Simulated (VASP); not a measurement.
A run of VASP 6.6.1 is set up as follows.

INCAR

```
PREC = Accurate
ENCUT = 520
EDIFF = 1E-7
ISMEAR = 0
SIGMA = 0.05
LREAL = F
LASPH = T
NELM = 100
ALGO = Fast
ISIF = 2
LWAVE = F
LCHARG = F
GGA = PS
NBANDS = 55
```

The input KPOINTS:

```
regular mesh
0
Gamma
  1 1 6
```

POSCAR

```
Ca
1.0
   15.1000000000      0.0000000000      0.0000000000
    0.0000000000     13.6000000000      0.0000000000
    0.0000000000      0.0000000000      6.1136646515
Ca
9
Direct
    0.5000000000      0.5000000000      0.0000000000
    0.2975607731      0.5000000000      0.5000000000
    0.7024392269      0.5000000000      0.5000000000
    0.2975607731      0.6589343284      0.0000000000
    0.2975607731      0.3410656716      0.0000000000
    0.7024392269      0.6589343284      0.0000000000
    0.7024392269      0.3410656716      0.0000000000
    0.5000000000      0.6589343284      0.5000000000
    0.5000000000      0.3410656716      0.5000000000
```

Potentials or basis: VASP PAW PBE potentials, release 64 (Ca_sv).

The run is started by

```console
$ cat potpaw_PBE.64/Ca_sv/POTCAR > POTCAR
$ mpirun -np 1 vasp_std > vasp.out
```

**Question.** Estimate the largest force.

**Answer.** 0.331 eV/Å.

Forces on the atoms (eV/Å):
```
Ca   0.000  0.000  0.000
Ca   0.242  0.000  0.000
Ca  -0.242  0.000  0.000
Ca   0.319 -0.087  0.000
Ca   0.319  0.087  0.000
Ca  -0.319 -0.087  0.000
Ca  -0.319  0.087  0.000
Ca   0.000  0.051  0.000
Ca   0.000 -0.051  0.000
```

Caveat: the PAW data sets were made with another functional, which shifts forces and pressure a little.
